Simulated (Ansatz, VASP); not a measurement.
**KF: VASP beside Ansatz**

```
CELL_PARAMETERS angstrom
0.00000 2.58172 2.67853
2.62690 0.00000 2.67853
2.62690 2.58172 0.00000
ATOMIC_POSITIONS crystal
K 0.00000 0.00000 0.00000
F 0.50000 0.50000 0.50000
```

Change from the starting cell: normal strain along x +0.0175, normal strain along z +0.0375.

Alike in both runs: task single point; functional LDA; k mesh 8 × 8 × 8; occupations gaussian, width 0.05 eV; no spin polarisation.

|  | VASP | Ansatz |
| --- | --- | --- |
| version | VASP 6.6.1 | Ansatz 0.2.0 |
| potentials or method | VASP PAW LDA potentials, release 64 (K_sv, F), cutoff 520 eV | scalar-relativistic, plane waves, PAW |
| valence electrons in the cell | 16 | 16 |

```csv
,VASP,Ansatz,Ansatz less VASP
gap on the k mesh at the Fermi level (eV),6.00,6.02,+0.018
least direct gap on the mesh (eV),6.00,6.02,+0.018
pressure (GPa),-1.8,-2.0,-0.16
"traceless stress, the component that is largest in VASP (GPa)",1.14,1.07,-0.062
```

LDA's correlation is that of Perdew and Zunger in VASP and of Perdew and Wang (1992) in Ansatz.
